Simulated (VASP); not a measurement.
# Cl in VASP: further runs

The runs below take Cl through single point, with PBE+D3(BJ).

All numbers are computed with VASP 6.6.1; they aren't measurements. Logs are shortened: lines on timing, memory, paths and dates and some standing lists are left out, and cuts for length are marked.

### Step 1. The cell of the first run

The cell holds a disordered packing, 16 atoms: a = 8.434 Å, b = 8.434 Å, c = 8.434 Å, α = 90.00°, β = 90.00°, γ = 90.00°.

### Step 2. Single point, PBE+D3(BJ)

INCAR reads:

```
PREC     = Accurate       # precision mode
ENCUT    = 520            # plane-wave cutoff, eV
EDIFF    = 1E-6           # SCF threshold, eV
ISMEAR   = -1             # smearing method
SIGMA    = 0.02           # smearing width, eV
LREAL    = Auto         
LASPH    = True           # aspherical terms in the spheres
NELM     = 60             # most SCF steps
ALGO     = Normal         # electronic algorithm
ISIF     = 2              # what is computed and relaxed
LWAVE    = False          # write WAVECAR
LCHARG   = True           # write CHGCAR
GGA      = PE             # functional
IVDW     = 12             # dispersion correction
LELF     = True           # ELF
LVHAR    = True         
NBANDS   = 70             # bands
```

KPOINTS reads:

```
regular mesh
0
Gamma
  1 1 1
```

POSCAR reads:

```
Cl
1.0
    8.4343270000      0.0000000000      0.0000000000
    0.0000000000      8.4343270000      0.0000000000
    0.0000000000      0.0000000000      8.4343270000
Cl
16
Direct
    0.3310788317      0.0546562456      0.7466431904
    0.3404728166      0.2989603931      0.7383837317
    0.9428104055      0.9769179871      0.7967315273
    0.7005804111      0.9725329765      0.7997847027
    0.9292527632      0.4260412230      0.7261750479
    0.9354445830      0.4231920386      0.4820370017
    0.6707797508     -0.0471508465      0.4368314344
    0.6732027281     -0.0501392735      0.1933242384
    0.1424370301      0.8713655289      0.4182949152
    0.1736680997      0.8501727976      0.1814608474
    0.9362361859      0.4032048660      0.1093103153
    0.6916157831      0.3867911805      0.1066192029
    0.3212478459      0.6949504926      0.9357386854
    0.3123021326      0.6977703908      0.6928061055
    0.3450644593      0.3469751775      0.1381036666
    0.3485263734      0.3252918222      0.3815521873
```

Potentials or basis: VASP PAW PBE potentials, release 64 (Cl).

Launch:

```bash
cat potpaw_PBE.64/Cl/POTCAR > POTCAR
mpirun -np 1 vasp_gam > vasp.out
```

OUTCAR:

```text
PREC = Accurate
   ENCUT = 520
   EDIFF = 1E-6
   ISMEAR = -1
   LREAL = Auto
   LASPH = True
   NELM = 60
   ISIF = 2
   GGA = PE
   IVDW = 12
 IVDW          = 12

 ion  position               nearest neighbor table
   1  0.331  0.055  0.747-   2 2.06
   2  0.340  0.299  0.738-   1 2.06
   3  0.943  0.977  0.797-   4 2.04
   4  0.701  0.973  0.800-   3 2.04
   5  0.929  0.426  0.726-   6 2.06
   6  0.935  0.423  0.482-   5 2.06
[... 8 lines left out ...]
  15  0.345  0.347  0.138-  16 2.06
  16  0.349  0.325  0.382-  15 2.06

  LATTYP: Found a simple cubic cell.
 ALAT       =     8.4343270000

  Lattice vectors:

 A1 = (   8.4343270000,   0.0000000000,   0.0000000000)
 A2 = (   0.0000000000,   8.4343270000,   0.0000000000)
 A3 = (   0.0000000000,   0.0000000000,   8.4343270000)

Analysis of symmetry for initial positions (statically):
=====================================================================
 Subroutine PRICEL returns:
 Original cell was already a primitive cell.

 Routine SETGRP: Setting up the symmetry group for a
 simple cubic supercell.

 Subroutine GETGRP returns: Found  1 space group operations
 (whereof  1 operations were pure point group operations)
 out of a pool of 48 trial point group operations.

The static configuration has the point symmetry C_1 .

Analysis of symmetry for dynamics (positions and initial velocities):
=====================================================================
 Subroutine PRICEL returns:
 Original cell was already a primitive cell.

 Routine SETGRP: Setting up the symmetry group for a
 simple cubic supercell.

 Subroutine GETGRP returns: Found  1 space group operations
 (whereof  1 operations were pure point group operations)
 out of a pool of 48 trial point group operations.

The dynamic configuration has the point symmetry C_1 .

 Subroutine INISYM returns: Found  1 space group operations
 (whereof  1 operations are pure point group operations),
 and found     1 'primitive' translations

----------------------------------------------------------------------------------------

                                     Primitive cell

[... 93 lines left out ...]
   NELM   =     60;   NELMIN=  2; NELMDL= -5     # of ELM steps
   EDIFF  = 0.1E-05   stopping-criterion for ELM
   LREAL  =      T    real-space projection
   EDIFFG = 0.1E-04   stopping-criterion for IOM
   NSW    =      0    number of steps for IOM
   IBRION =     -1    ionic relax: 0-MD 1-quasi-New 2-CG
   NFREE  =      0    steps in history (QN), initial steepest desc. (CG)
   ISIF   =      2    stress and relaxation
   ISYM   =      2    0-nonsym 1-usesym 2-fastsym
   POTIM  = 0.5000    time-step for ionic-motion
   TEBEG  =    0.0;   TEEND  =   0.0 temperature during run
   PSTRESS=    0.0 pullay stress
   NELECT =     112.0000    total number of electrons
   NUPDOWN=      -1.0000    fix difference up-down
   EMIN   =  10.00;   EMAX   =-10.00  energy-range for DOS
   EFERMI =   0.00;   METHOD = LEGACY
   ISMEAR =    -1;   SIGMA  =   0.02  broadening in eV -4-tet -1-fermi 0-gaus
   EFERMI_NEDOS =   21; number of points for ismear=-14 and -15
   IALGO  =     38    algorithm
   IMIX   =      4    mixing-type and parameters
     AMIX     =   0.40;   BMIX     =  1.00
     AMIX_MAG =   1.60;   BMIX_MAG =  1.00
  volume/ion in A,a.u.               =      37.50       253.06
  Fermi-wavevector in a.u.,A,eV,Ry     =   0.935615  1.768056 11.910200  0.875375
  Thomas-Fermi vector in A             =   2.062540
   LORBIT       =      0    0 simple, 1 ext, 2 COOP (PROOUT), +10 PAW based schemes
   GGA     = PE    functional components
   LHFCALC =     F    Hartree Fock is set to
   AEXX    =    0.0000 exact exchange contribution
   IVDW    =    12    specifies the selected vdW correction
   LEPSILON=     F    determine dielectric tensor
   LRPA    =     F    only Hartree local field effects (RPA)
 non-spin polarized calculation
  energy-cutoff  :      520.00
  volume of cell :      600.00
 maximum number of plane-waves:      8068
 NGX is ok and might be reduce to    64
   NGX = 31   NGY = 31   NGZ = 31

 number of electron     112.0000001 magnetization

 Free energy of the ion-electron system (eV)
  ---------------------------------------------------
  ext. energy  EPLUGINS =         0.00000000
  ---------------------------------------------------
  free energy    TOTEN  =       -30.35604489 eV

  energy without entropy =      -30.35604489  energy(sigma->0) =      -30.35604489

 E-fermi :  -1.3668     XC(G=0):  -6.5675

 val. band max:       -1.9187797964   @ k =   0.0000   0.0000   0.0000
 cond. band min:      -0.1680989605   @ k =   0.0000   0.0000   0.0000
 fundamental gap:      1.7506808358
 Fermi energy:        -1.3667634741

 k-point     1 :       0.0000    0.0000    0.0000
  band No.  band energies     occupation
      1     -18.9927      2.00000
      2     -18.7859      2.00000
      3     -18.5217      2.00000
      4     -18.4885      2.00000
      5     -18.4239      2.00000
      6     -18.0602      2.00000
[... 60 lines left out ...]
     67       5.7856      0.00000
     68       5.9004      0.00000
 [bands above 68 left out]

------------------------ aborting loop because EDIFF is reached ----------------------------------------

 Edisp (eV)   -1.74239

 E8    (eV) :    -0.5662

  FORCE on cell =-STRESS in cart. coord.  units (eV):
  Direction    XX          YY          ZZ          XY          YZ          ZX
  --------------------------------------------------------------------------------------
  -------------------------------------------------------------------------------------
  Total      -5.59279    -4.01903   -10.23896     0.06382    -0.10261    -0.12766
  in kB     -14.93439   -10.73199   -27.34104     0.17041    -0.27400    -0.34090
  external pressure =      -17.67 kB  Pullay stress =        0.00 kB

 VOLUME and BASIS-vectors are now :
 -----------------------------------------------------------------------------
  energy-cutoff  :      520.00
  volume of cell :      600.00
      direct lattice vectors                 reciprocal lattice vectors
     8.434327000  0.000000000  0.000000000     0.118563105  0.000000000  0.000000000
     0.000000000  8.434327000  0.000000000     0.000000000  0.118563105  0.000000000
     0.000000000  0.000000000  8.434327000     0.000000000  0.000000000  0.118563105

 POSITION                                       TOTAL-FORCE (eV/Angst)
 -----------------------------------------------------------------------------------
      2.79243      0.46099      6.29743        -0.011999      0.220462     -0.026143
      2.87166      2.52153      6.22777        -0.003458     -0.208957     -0.002814
      7.95197      8.23965      6.71989        -0.172913      0.050896     -0.024984
      5.90892      8.20266      6.74565         0.196751      0.027686     -0.035023
      7.83762      3.59337      6.12480         0.009941      0.002299     -0.148158
      7.88985      3.56934      4.06566        -0.037829     -0.017145      0.165693
[... 8 lines left out ...]
      2.91039      2.92650      1.16481        -0.024504     -0.035937      0.182127
      2.93959      2.74362      3.21814         0.010950      0.015377     -0.231065
 -----------------------------------------------------------------------------------
    total drift:                                0.001485     -0.000500     -0.002800

  FREE ENERGIE OF THE ION-ELECTRON SYSTEM (eV)
  ---------------------------------------------------
  free  energy   TOTEN  =       -32.0984322119 eV

  energy  without entropy=      -32.0984322119  energy(sigma->0) =      -32.09843221
```

It took 97 s on 1 thread of Oxide Virtual Turin-like, shared host; peak memory 0.46 GiB.

Results:

* Free energy: -32.0984 eV
* Pressure: -1.8 GPa
* Largest force: 0.243 eV/Å
* Dispersion energy per atom: -0.109 eV

Forces in eV/Å, atoms in the order of the input:
```
Cl  -0.012  0.220 -0.026
Cl  -0.003 -0.209 -0.003
Cl  -0.173  0.051 -0.025
Cl   0.197  0.028 -0.035
Cl   0.010  0.002 -0.148
Cl  -0.038 -0.017  0.166
Cl   0.024  0.047 -0.168
Cl   0.009  0.020  0.122
Cl   0.074 -0.117 -0.200
Cl  -0.023 -0.053  0.232
Cl  -0.185 -0.033 -0.006
Cl   0.158 -0.007  0.032
Cl  -0.031  0.025  0.007
Cl   0.006  0.063  0.102
Cl  -0.025 -0.036  0.182
Cl   0.011  0.015 -0.231
```

Levels at points of the mesh, in eV from the Fermi level:
```tsv
k point	band 53	band 54	band 55	band 56	band 57	band 58	band 59	band 60
(0.00, 0.00, 0.00)	-0.63	-0.60	-0.59	-0.55	1.20	1.27	1.75	1.77
```

Caveat: the k points lie up to 0.74 Å⁻¹ apart.

### Step 3. Single point, PBE+D3(BJ)

INCAR reads:

```
SYSTEM = Cl
PREC = Accurate ; ENCUT = 520
EDIFF = 1E-7 ; ISMEAR = -1
SIGMA = 0.02 ; LREAL = Auto
LASPH = .TRUE. ; NELM = 60
ALGO = Normal ; ISIF = 2
LWAVE = .FALSE. ; LCHARG = .FALSE.
GGA = PE ; IVDW = 12
NBANDS = 70
```

KPOINTS reads:

```
Automatic mesh
0
G
  1 1 1
  0 0 0
```

POSCAR reads:

```
Cl
1.0
    8.4343270000      0.0000000000      0.0000000000
    0.0000000000      8.4343270000      0.0000000000
    0.0000000000      0.0000000000      8.4343270000
Cl
16
Direct
    0.3161603765      0.0779078165      0.7535989534
    0.3632773546      0.3206302056      0.7611632795
    0.9339452928      1.0066244764      0.8197334535
    0.6964989619      1.0009808726      0.8202907001
    0.9186506523      0.3996050900      0.7530654194
    0.9194924503      0.4038259366      0.5071062576
    0.6532827100     -0.0509584226      0.4089478627
    0.6556895411     -0.0227404036      0.1640913377
    0.1594555203      0.8924244934      0.4158838044
    0.2185829409      0.8955901283      0.1781292094
    0.9212471843      0.4179942276      0.0755009854
    0.6800779718      0.4162750626      0.0757618243
    0.3119039610      0.7173304995      0.9599343255
    0.3235350017      0.6691345972      0.7170103791
    0.3607282478      0.3180336736      0.1026045113
    0.4035058162      0.3136112698      0.3409282092
```

Potentials or basis: VASP PAW PBE potentials, release 64 (Cl).

Launch:

```bash
cat potpaw_PBE.64/Cl/POTCAR > POTCAR
mpirun -np 1 vasp_gam > vasp.out
```

It took 1.7 min on 1 thread of Oxide Virtual Turin-like, shared host; peak memory 0.46 GiB.

Results (log left out):

```
Free energy                : -31.5472 eV
Pressure                   : -1.3 GPa
Largest force              : 0.956 eV/Å
Dispersion energy per atom : -0.111 eV
```

Forces in eV/Å, atoms in the order of the input:
```
Cl   0.318  0.271  0.062
Cl  -0.370 -0.562 -0.331
Cl   0.294 -0.083 -0.049
Cl  -0.351 -0.088 -0.191
Cl   0.171  0.301 -0.497
Cl  -0.020 -0.028  0.055
Cl   0.033  0.173 -0.381
Cl   0.109 -0.108  0.512
Cl   0.278 -0.068 -0.673
Cl  -0.360  0.050  0.884
Cl   0.077 -0.063  0.340
Cl   0.070 -0.149 -0.035
Cl  -0.017 -0.203 -0.355
Cl   0.097  0.294  0.336
Cl   0.009  0.301  0.184
Cl  -0.338 -0.038  0.139
```

Stress tensor (GPa, compression positive):
```
-0.61 -0.03 -0.12
-0.03 -0.86  0.00
-0.12  0.00 -2.45
```

Levels at points of the mesh, in eV from the Fermi level:
```
           k point  band 54  band 55  band 56  band 57  band 58  band 59
(0.00, 0.00, 0.00)    -0.69    -0.57    -0.54     0.83     1.11     1.88
```

Caveat: the k points lie up to 0.74 Å⁻¹ apart.
